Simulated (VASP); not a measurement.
HPb3, 8 atoms in the cell. The cell holds a slab with vacuum, 8 atoms: a = 4.677 Å, b = 4.599 Å, c = 17.423 Å, α = 90.00°, β = 90.00°, γ = 93.48°. 

| Item | Value |
| --- | --- |
| Program | VASP 6.6.1 |
| Task | single point |
| Functional | r2SCAN |
| Potentials or basis | VASP PAW PBE potentials, release 64 (Pb_d, H) |
| Cutoff | 520 eV |
| k mesh | 4 × 4 × 1 |
| Occupations | fermi-dirac, width 0.1 eV |
| Spin | no spin polarisation |
| Dipole correction | no |
| Further INCAR settings | ALGO = Normal; EDIFF = 1e-06; NBANDS = 53 |

Potentials or basis: VASP PAW PBE potentials, release 64 (Pb_d, H).

The run is started by

```sh
$ cat potpaw_PBE.64/Pb_d/POTCAR potpaw_PBE.64/H/POTCAR > POTCAR
$ cp INCAR.step1 INCAR
$ mpirun -np 1 vasp_std > vasp.out
$ cp INCAR.step2 INCAR
$ mpirun -np 1 vasp_std > vasp.out
```

Hardware: 1 thread of Oxide Virtual Turin-like Processor, with other jobs on the host.

**Question.** Estimate the wall time of this run.

**Answer.** Run time: 32 min on 1 thread of Oxide Virtual Turin-like Processor, with other jobs on the host, peak memory 0.51 GiB. Counts: k points 10.
